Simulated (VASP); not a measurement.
Input of a VASP 6.6.1 run:

File INCAR:

```
PREC = Accurate ; ENCUT = 520
EDIFF = 1E-6 ; ISMEAR = 0
SIGMA = 0.1 ; LREAL = F
LASPH = T ; NELM = 150
ALGO = Normal ; ISIF = 2
LWAVE = F ; LCHARG = F
ISPIN = 2 ; MAGMOM = 0 1
LORBIT = 11 ; GGA = PE
NBANDS = 16
```

Contents of KPOINTS:

```
regular mesh
0
Gamma
  6 6 6
```

File POSCAR:

```
SiF
1.0
    2.9566721500      0.0000000000      0.0000000000
   -1.4783360700      2.5605531900      0.0000000000
    0.0000000000      0.0000000000      2.8634110700
Si F
1 1
Direct
    0.6666666700      0.3333333300      0.0000000000
    0.0000000000      0.0000000000      0.5000000000
```

Potentials or basis: VASP PAW PBE potentials, release 64 (Si, F).

Command:

```console
$ cat potpaw_PBE.64/Si/POTCAR potpaw_PBE.64/F/POTCAR > POTCAR
$ mpirun -np 1 vasp_std > vasp.out
```

Task: Predict the pressure.

Result: 42.1 GPa.

Task: Estimate the net moment.

Result: 0.00 μB per cell.

Stress tensor (GPa, compression positive):
```
26.31  0.00  0.00
 0.00 26.31  0.00
 0.00  0.00 73.56
```

Caveat: the k points lie up to 0.41 Å⁻¹ apart.
